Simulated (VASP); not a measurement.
Ag, 1 atom in the cell. It takes space group I4/mmm (No. 139, tetragonal). Conventional cell: a = 2.889 Å, b = 2.889 Å, c = 4.025 Å, α = 90.00°, β = 90.00°, γ = 90.00°. Ag (site symmetry 4/mmm) has 12 Ag at 2.87 to 2.89 Å within 3.8 Å.  This cell differs from its parent crystal: strain -0.0150 x Voigt [0, 1, 0, 0, 0, 0].

* Program: VASP 6.6.1
* Task: single point
* Functional: r2SCAN
* Potentials or basis: VASP PAW PBE potentials, release 64 (Ag)
* Cutoff: 520 eV
* k mesh: 20 × 20 × 20
* Occupations: gaussian, width 0.15 eV
* Spin: no spin polarisation
* Dipole correction: no
* Further INCAR settings: ALGO = Normal; EDIFF = 1e-07; NBANDS = 12

Potentials or basis: VASP PAW PBE potentials, release 64 (Ag).

Run with:

```console
$ cat potpaw_PBE.64/Ag/POTCAR > POTCAR
$ cp INCAR.step1 INCAR
$ mpirun -np 1 vasp_std > vasp.out
$ cp INCAR.step2 INCAR
$ mpirun -np 1 vasp_std > vasp.out
```

Hardware: 1 thread of Intel(R) Xeon(R) Platinum 8488C (Sapphire Rapids) (shared host).

Estimate the wall time of this run.

Wall time 3.9 min on 1 thread of Intel(R) Xeon(R) Platinum 8488C (Sapphire Rapids), with other jobs on the host, peak memory 0.25 GiB. Counts: k points 641.
